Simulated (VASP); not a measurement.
# Ta2SbN (R-3m) in VASP: a series of runs

The runs below take Ta2SbN through single point, with PBE.

All numbers are computed with VASP 6.6.1; they aren't measurements. Logs are shortened: lines on timing, memory, paths and dates and some standing lists are left out, and cuts for length are marked.

## (1) The cell of the first run

Symmetry: R-3m, No. 166, trigonal system. The conventional cell has a = 3.325 Å, b = 3.325 Å, c = 19.856 Å, α = 90.00°, β = 90.00°, γ = 120.00°. Within 3.0 Å of Ta (site symmetry 3m) lie 3 N at 2.19 Å and 3 Ta at 2.85 Å and 3 Sb at 2.96 Å. Within 3.9 Å of Sb (site symmetry -3m) lie 6 Ta at 2.96 Å and 6 Sb at 3.32 Å and 6 N at 3.83 Å. N (site symmetry -3m) has 6 Ta at 2.19 Å within 2.9 Å.

## (2) Single point, PBE

INCAR

```
SYSTEM = Ta2SbN
PREC = Accurate
ENCUT = 520
EDIFF = 1E-6
ISMEAR = 0
SIGMA = 0.1
LREAL = .FALSE.
LASPH = .TRUE.
NELM = 100
ALGO = Normal
ISIF = 2
LWAVE = .FALSE.
LCHARG = .FALSE.
GGA = PE
NBANDS = 24
```

KPOINTS

```
regular mesh
0
G
  15 15 15
  0 0 0
```

POSCAR

```
Ta2SbN
1.0
    1.6624877675      0.9598377601      6.6187199984
   -1.6624877675      0.9598377601      6.6187199984
    0.0000000000     -1.9196755202      6.6187199983
Ta Sb N
2 1 1
Direct
    0.2801287505      0.2801287505      0.2801287505
    0.7198712495      0.7198712495      0.7198712495
    0.5000000000      0.5000000000      0.5000000000
    0.0000000000      0.0000000000      0.0000000000
```

Potentials or basis: VASP PAW PBE potentials, release 64 (Ta_pv, Sb, N).

Started as:

```sh
$ cat potpaw_PBE.64/Ta_pv/POTCAR potpaw_PBE.64/Sb/POTCAR potpaw_PBE.64/N/POTCAR > POTCAR
$ mpirun -np 1 vasp_std > vasp.out
```

OUTCAR:

```text
SYSTEM = Ta2SbN
   PREC = Accurate
   ENCUT = 520
   EDIFF = 1E-6
   ISMEAR = 0
   LREAL = .FALSE.
   LASPH = .TRUE.
   NELM = 100
   ISIF = 2
   GGA = PE

 ion  position               nearest neighbor table
   1  0.280  0.280  0.280-   4 2.19   4 2.19   4 2.19   2 2.85   2 2.85   2 2.85   3 2.96   3 2.96
                             3 2.96
   2  0.720  0.720  0.720-   4 2.19   4 2.19   4 2.19   1 2.85   1 2.85   1 2.85   3 2.96   3 2.96
                             3 2.96
   3  0.500  0.500  0.500-   1 2.96   2 2.96   1 2.96   1 2.96   2 2.96   2 2.96
   4  0.000  0.000  0.000-   2 2.19   1 2.19   2 2.19   2 2.19   1 2.19   1 2.19

  LATTYP: Found a trigonal (rhomboedric) cell.
 ALAT       =     6.8914881209
 COS(alpha) =     0.8836086009

  Lattice vectors:

 A1 = (   1.6624877675,   0.9598377601,   6.6187199984)
 A2 = (  -1.6624877675,   0.9598377601,   6.6187199984)
 A3 = (   0.0000000000,  -1.9196755202,   6.6187199983)

Analysis of symmetry for initial positions (statically):
=====================================================================
 Subroutine PRICEL returns:
 Original cell was already a primitive cell.

 Routine SETGRP: Setting up the symmetry group for a
 trigonal (rhombohedral) supercell.

 Subroutine GETGRP returns: Found 12 space group operations
 (whereof 12 operations were pure point group operations)
 out of a pool of 12 trial point group operations.

The static configuration has the point symmetry D_3d.

Analysis of symmetry for dynamics (positions and initial velocities):
=====================================================================
 Subroutine PRICEL returns:
 Original cell was already a primitive cell.

 Routine SETGRP: Setting up the symmetry group for a
 trigonal (rhombohedral) supercell.

 Subroutine GETGRP returns: Found 12 space group operations
 (whereof 12 operations were pure point group operations)
 out of a pool of 12 trial point group operations.

The dynamic configuration has the point symmetry D_3d.

 Subroutine INISYM returns: Found 12 space group operations
 (whereof 12 operations are pure point group operations),
 and found     1 'primitive' translations

----------------------------------------------------------------------------------------

                                     Primitive cell

  volume of cell :      63.3697

  direct lattice vectors                    reciprocal lattice vectors
     1.662487768  0.959837760  6.618719998     0.300754093  0.173640456  0.050362205
    -1.662487768  0.959837760  6.618719998    -0.300754093  0.173640456  0.050362205
     0.000000000 -1.919675520  6.618719998     0.000000000 -0.347280913  0.050362205

  length of vectors
     6.891488121  6.891488121  6.891488121     0.350913642  0.350913642  0.350913642

  position of ions in fractional coordinates (direct lattice)
     0.280128750  0.280128750  0.280128750
     0.719871250  0.719871250  0.719871250
     0.500000000  0.500000000  0.500000000
     0.000000000  0.000000000  0.000000000

  ion indices of the primitive-cell ions
   primitive index   ion index
                 1           1
                 2           2
                 3           3
                 4           4

----------------------------------------------------------------------------------------

 KPOINTS: regular mesh

Automatic generation of k-mesh.
 Grid dimensions read from file:
 generate k-points for:   15   15   15

 Generating k-lattice:

  Cartesian coordinates                     Fractional coordinates (reciprocal lattice)
     0.020050273  0.011576030  0.003357480     0.066666667  0.000000000  0.000000000
    -0.020050273  0.011576030  0.003357480     0.000000000  0.066666667  0.000000000
     0.000000000 -0.023152061  0.003357480    -0.000000000 -0.000000000  0.066666667

  Length of vectors
     0.023394243  0.023394243  0.023394243

  Shift w.r.t. Gamma in fractional coordinates (k-lattice)
     0.000000000  0.000000000  0.000000000

 Subroutine IBZKPT returns following result:
 ===========================================

 Found    344 irreducible k-points:

 Following reciprocal coordinates:
            Coordinates               Weight
  0.000000  0.000000  0.000000      1.000000
  0.066667  0.000000  0.000000      6.000000
  0.133333  0.000000 -0.000000      6.000000
  0.200000  0.000000  0.000000      6.000000
  0.266667  0.000000 -0.000000      6.000000
  0.333333  0.000000  0.000000      6.000000
[... 16 lines left out ...]
  0.133333  0.133333  0.000000      6.000000
  0.200000  0.133333  0.000000     12.000000
 [... further k-points ...]
   k-points           NKPTS =    344   k-points in BZ     NKDIM =    344   number of bands    NBANDS=     24
   number of dos      NEDOS =    301   number of ions     NIONS =      4
   total plane-waves  NPLWV = 157464
   dimension x,y,z NGX =    54 NGY =   54 NGZ =   54
   dimension x,y,z NGXF=   108 NGYF=  108 NGZF=  108
   ions per type =               2   1   1
   NGX,Y,Z   is equivalent  to a cutoff of  13.03, 13.03, 13.03 a.u.
   NGXF,Y,Z  is equivalent  to a cutoff of  26.05, 26.05, 26.05 a.u.
 SYSTEM =  Ta2SbN
   PREC   = accura    normal or accurate (medium, high low for compatibility)
   ISTART =      0    job   : 0-new  1-cont  2-samecut
   ICHARG =      2    charge: 1-file 2-atom 10-const
   ISPIN  =      1    spin polarized calculation?
   LNONCOLLINEAR =      F non collinear calculations
   LSORBIT =      F    spin-orbit coupling
   LASPH  =      T    aspherical Exc in radial PAW
   ENCUT  =  520.0 eV  38.22 Ry    6.18 a.u.  12.81 12.81 12.81*2*pi/ulx,y,z
   NELM   =    100;   NELMIN=  2; NELMDL= -5     # of ELM steps
   EDIFF  = 0.1E-05   stopping-criterion for ELM
   LREAL  =      F    real-space projection
   EDIFFG = 0.1E-04   stopping-criterion for IOM
   NSW    =      0    number of steps for IOM
   IBRION =     -1    ionic relax: 0-MD 1-quasi-New 2-CG
   NFREE  =      0    steps in history (QN), initial steepest desc. (CG)
   ISIF   =      2    stress and relaxation
   ISYM   =      2    0-nonsym 1-usesym 2-fastsym
   POTIM  = 0.5000    time-step for ionic-motion
   TEBEG  =    0.0;   TEEND  =   0.0 temperature during run
   PSTRESS=    0.0 pullay stress
   NELECT =      32.0000    total number of electrons
   NUPDOWN=      -1.0000    fix difference up-down
   EMIN   =  10.00;   EMAX   =-10.00  energy-range for DOS
   EFERMI =   0.00;   METHOD = LEGACY
   ISMEAR =     0;   SIGMA  =   0.10  broadening in eV -4-tet -1-fermi 0-gaus
   EFERMI_NEDOS =   21; number of points for ismear=-14 and -15
   IALGO  =     38    algorithm
   IMIX   =      4    mixing-type and parameters
     AMIX     =   0.40;   BMIX     =  1.00
     AMIX_MAG =   1.60;   BMIX_MAG =  1.00
  volume/ion in A,a.u.               =      15.84       106.91
  Fermi-wavevector in a.u.,A,eV,Ry     =   1.303660  2.463560 23.123498  1.699529
  Thomas-Fermi vector in A             =   2.434647
   LORBIT       =      0    0 simple, 1 ext, 2 COOP (PROOUT), +10 PAW based schemes
   GGA     = PE    functional components
   LHFCALC =     F    Hartree Fock is set to
   AEXX    =    0.0000 exact exchange contribution
   IVDW    =     0    specifies the selected vdW correction
   LEPSILON=     F    determine dielectric tensor
   LRPA    =     F    only Hartree local field effects (RPA)
 non-spin polarized calculation
 Gauss-broadening in eV      SIGMA  =   0.10
  energy-cutoff  :      520.00
  volume of cell :       63.37
 maximum number of plane-waves:      1724
 NGX is ok and might be reduce to    54
   NGX = 25   NGY = 25   NGZ = 25

 number of electron      32.0000000 magnetization

 Free energy of the ion-electron system (eV)
  ---------------------------------------------------
  ext. energy  EPLUGINS =         0.00000000
  ---------------------------------------------------
  free energy    TOTEN  =       -37.42727395 eV

  energy without entropy =      -37.42065694  energy(sigma->0) =      -37.42396544

 E-fermi :   8.8069     XC(G=0): -12.1734

 val. band max:        8.8047412491   @ k =   0.3333   0.2667   0.2667
 cond. band min:       8.8077247384   @ k =  -0.3333   0.2667   0.1333
 fundamental gap:      0.0029834893
 Fermi energy:         8.8068500880

 k-point     1 :       0.0000    0.0000    0.0000
  band No.  band energies     occupation
      1     -26.7499      2.00000
      2     -26.4259      2.00000
      3     -26.4259      2.00000
      4     -26.2638      2.00000
      5     -26.2638      2.00000
      6     -26.0536      2.00000
[... 16 lines left out ...]
     23      11.6388      0.00000
     24      15.8342      0.00000

 k-point     2 :       0.0667    0.0000    0.0000
  band No.  band energies     occupation
      1     -26.7486      2.00000
      2     -26.4462      2.00000
      3     -26.4332      2.00000
      4     -26.2709      2.00000
      5     -26.2630      2.00000
      6     -26.0519      2.00000
[... 16 lines left out ...]
     23      11.6629      0.00000
     24      15.1101      0.00000

 k-point     3 :       0.1333    0.0000   -0.0000
  band No.  band energies     occupation
      1     -26.7469      2.00000
      2     -26.5002      2.00000
      3     -26.4529      2.00000
      4     -26.2891      2.00000
      5     -26.2620      2.00000
      6     -26.0498      2.00000
[... 16 lines left out ...]
     23      11.9253      0.00000
     24      13.9671      0.00000

 k-point     4 :       0.2000    0.0000    0.0000
  band No.  band energies     occupation
      1     -26.7515      2.00000
      2     -26.5729      2.00000
      3     -26.4800      2.00000
      4     -26.3084      2.00000
      5     -26.2622      2.00000
      6     -26.0528      2.00000
[... 16 lines left out ...]
     23      12.6380      0.00000
     24      13.0336      0.00000

 k-point     5 :       0.2667    0.0000   -0.0000
  band No.  band energies     occupation
      1     -26.7716      2.00000
      2     -26.6455      2.00000
      3     -26.5091      2.00000
      4     -26.3168      2.00000
      5     -26.2643      2.00000
      6     -26.0643      2.00000
[... 451 lines left out ...]
 k-point    22 :      -0.0667    0.0667    0.0000
  band No.  band energies     occupation
      1     -26.7471      2.00000
      2     -26.4812      2.00000
      3     -26.4492      2.00000
      4     -26.2812      2.00000
      5     -26.2641      2.00000
      6     -26.0499      2.00000
[... 16 lines left out ...]
     23      11.9482      0.00000
     24      14.5067      0.00000

 k-point    23 :       0.1333    0.1333    0.0000
  band No.  band energies     occupation
      1     -26.7468      2.00000
      2     -26.5003      2.00000
      3     -26.4529      2.00000
      4     -26.2890      2.00000
      5     -26.2619      2.00000
      6     -26.0499      2.00000
[... 16 lines left out ...]
     23      12.2701      0.00000
     24      14.3891      0.00000

 k-point    24 :       0.2000    0.1333    0.0000
  band No.  band energies     occupation
      1     -26.7482      2.00000
      2     -26.5413      2.00000
      3     -26.4772      2.00000
      4     -26.2959      2.00000
      5     -26.2664      2.00000
      6     -26.0508      2.00000
[... 16 lines left out ...]
     23      12.8560      0.00000
     24      13.5956      0.00000

 [... further k-points ...]
[... 5 lines left out ...]
  --------------------------------------------------------------------------------------
  -------------------------------------------------------------------------------------
  Total        0.1174593      0.1174593      0.1318357      0.0000000      0.0000000      0.0000000
  in kB        2.9697266      2.9697266      3.3332060      0.0000000      0.0000000      0.0000000
  external PRESSURE =       3.0908864 kB  Pullay stress =       0.0000000 kB

 VOLUME and BASIS-vectors are now :
 -----------------------------------------------------------------------------
  energy-cutoff  :      520.00
  volume of cell :       63.37
      direct lattice vectors                 reciprocal lattice vectors
     1.662487768  0.959837760  6.618719998     0.300754093  0.173640456  0.050362205
    -1.662487768  0.959837760  6.618719998    -0.300754093  0.173640456  0.050362205
     0.000000000 -1.919675520  6.618719998     0.000000000 -0.347280913  0.050362205

 POSITION                                       TOTAL-FORCE (eV/Angst)
 -----------------------------------------------------------------------------------
      0.00000      0.00000      5.56228        -0.000000     -0.000000     -0.032916
      0.00000      0.00000     14.29388        -0.000000      0.000000      0.032916
      0.00000      0.00000      9.92808         0.000000      0.000000     -0.000000
      0.00000      0.00000      0.00000        -0.000000      0.000000      0.000000
 -----------------------------------------------------------------------------------
    total drift:                               -0.000000     -0.000000      0.000000

  FREE ENERGIE OF THE ION-ELECTRON SYSTEM (eV)
  ---------------------------------------------------
  free  energy   TOTEN  =       -37.4272739484 eV

  energy  without entropy=      -37.4206569374  energy(sigma->0) =      -37.42396544
```

It took 18 min on 1 thread of AMD EPYC 9R45 (Zen 5), shared host; peak memory 0.75 GiB.

Results:

```yaml
Free_energy: -37.4273 eV
Pressure: 0.3 GPa
Largest_force: 0.033 eV/Å
Band_gap_on_the_k_mesh: zero (bands 16 and 17 overlap by 1.22 eV)
```

Forces on the atoms (eV/Å):
```
Ta   0.000  0.000 -0.033
Ta   0.000  0.000  0.033
Sb   0.000  0.000  0.000
N    0.000  0.000  0.000
```

Levels at points of the mesh, in eV from the Fermi level:
| k point | band 13 | band 14 | band 15 | band 16 | band 17 | band 18 | band 19 | band 20 |
| --- | --- | --- | --- | --- | --- | --- | --- | --- |
| (0.00, 0.00, 0.00) | -1.58 | -1.58 | -0.99 | 0.70 | 0.82 | 0.82 | 0.83 | 2.29 |

Caveat: spin-orbit coupling is left out, which moves the levels of the heavy elements.

## (3) Single point, PBE

This run uses another cell than the first one, of 13.73 Å³/atom.

INCAR

```
SYSTEM = Ta2SbN
ALGO = Normal ; EDIFF = 1E-6
ENCUT = 520 ; GGA = PE
ISIF = 2 ; ISMEAR = 0
LASPH = .True. ; LCHARG = .True.
LELF = .True. ; LREAL = .False.
LVHAR = .True. ; LWAVE = .False.
NBANDS = 24 ; NELM = 100
PREC = Accurate ; SIGMA = 0.1
```

KPOINTS

```
k-points
0
Gamma
  6 6 6
  0 0 0
```

POSCAR

```
Ta2SbN
1.0
    1.6931833867      0.9775598841      5.5299137846
   -1.6931833867      0.9775598841      5.5299137846
    0.0000000000     -1.9551197682      5.5299137846
Ta Sb N
2 1 1
Direct
    0.2500000000      0.2500000000      0.2500000000
    0.7500000000      0.7500000000      0.7500000000
    0.5000000000      0.5000000000      0.5000000000
    0.0000000000      0.0000000000      0.0000000000
```

Potentials or basis: VASP PAW PBE potentials, release 64 (Ta_pv, Sb, N).

Started as:

```sh
$ cat potpaw_PBE.64/Ta_pv/POTCAR potpaw_PBE.64/Sb/POTCAR potpaw_PBE.64/N/POTCAR > POTCAR
$ mpirun -np 1 vasp_std > vasp.out
```

Wall time 79 s (1 thread of AMD EPYC 9R45 (Zen 5), shared host); peak memory 0.31 GiB.

It converged, with:

* Free energy: -29.0559 eV
* Pressure: 69.0 GPa
* Largest force: 10.473 eV/Å
* Band gap on the k mesh: zero (bands 16 and 17 overlap by 2.16 eV)

Forces in eV/Å, atoms in the order of the input:
```
Ta    0.000   0.000  10.473
Ta    0.000   0.000 -10.473
Sb    0.000   0.000   0.000
N     0.000   0.000   0.000
```

Stress tensor (GPa, compression positive):
```
70.29  0.00  0.00
 0.00 70.29  0.00
 0.00  0.00 66.35
```

Levels at points of the mesh, in eV from the Fermi level:
```
           k point  band 13  band 14  band 15  band 16  band 17  band 18  band 19  band 20
(0.00, 0.00, 0.00)    -1.99    -1.99    -1.59    -1.23    -1.23    -0.29    -0.29     1.08
(0.50, 0.00, 0.00)    -4.72    -4.43    -1.98    -0.92     1.27     1.72     1.72     2.08
(0.50, 0.50, 0.00)    -4.64    -2.82    -2.81     0.93     1.05     1.23     1.95     2.18
(0.50, 0.50, 0.50)    -4.10    -4.10    -0.98    -0.98    -0.52    -0.50    -0.33    -0.33
```

Caveat: the k points lie up to 0.36 Å⁻¹ apart, too coarse for converged energies and pressures of a metal; spin-orbit coupling is left out, which moves the levels of the heavy elements; forces of over 1 eV/Å act on the atoms, so gaps and moduli don't describe the material at rest.

[end of part 1 of 2]

The gap in the log of VASP goes by the Fermi energy; the results here count the filled bands.